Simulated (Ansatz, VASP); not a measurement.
MgO: VASP beside Ansatz

```
CELL_PARAMETERS angstrom
2.29193 0.00000 0.00000
0.00000 2.29193 0.00000
0.00000 0.00000 2.29193
ATOMIC_POSITIONS crystal
Mg 0.00000 0.00000 0.00000
O 0.50000 0.50000 0.50000
```

Alike in both runs: task single point; functional PBEsol; k mesh 12 × 12 × 12; no spin polarisation.

|  | VASP | Ansatz |
| --- | --- | --- |
| version | VASP 6.6.1 | Ansatz 0.2.0 |
| potentials or method | VASP PAW PBE potentials, release 64 (Mg, O), cutoff 600 eV | scalar-relativistic, plane waves, PAW |
| occupations | gaussian, width 0.01 eV | fixed |
| valence electrons in the cell | 8 | 16 |

|  | VASP | Ansatz | Ansatz less VASP |
| --- | --- | --- | --- |
| gap on the k mesh at the Fermi level (eV) | 6.31 | 6.30 | -0.010 |
| least direct gap on the mesh (eV) | 6.31 | 6.30 | -0.010 |

VASP's potentials were made for PBE, not for PBEsol. VASP's potentials hold 8 valence electrons a cell and Ansatz's 16, so a difference there can come from the potentials and not from the codes.
